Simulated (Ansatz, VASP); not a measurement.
TiPd in VASP and in Ansatz

```xyz
2
Lattice="3.1800 -0.0318 -0.0318 -0.0318 3.1800 -0.0318 -0.0318 -0.0318 3.1800" Properties=species:S:1:pos:R:3 pbc="T T T"
Ti    1.5582    1.5582    1.5582
Pd    0.0000    0.0000    0.0000
```

Change from the starting cell: equal xy, yz and zx shear strains of -2 %.

Alike in both runs: task single point; functional PBEsol; k mesh 13 × 13 × 13; occupations fermi-dirac, width 0.08 eV; no spin polarisation.

|  | VASP | Ansatz |
| --- | --- | --- |
| version | VASP 6.6.1 | Ansatz 0.2.0 |
| potentials or method | VASP PAW PBE potentials, release 64 (Ti_sv, Pd), cutoff 520 eV | all-electron LAPW, scalar-relativistic |

|  | VASP | Ansatz | Ansatz less VASP |
| --- | --- | --- | --- |
| pressure (GPa) | -6.8 | -6.7 | +0.07 |
| traceless stress, the component that is largest in VASP (GPa) | 0.94 | 0.93 | -0.012 |

VASP's potentials were made for PBE, not for PBEsol. Ansatz ran all-electron here, and VASP with PAW potentials.
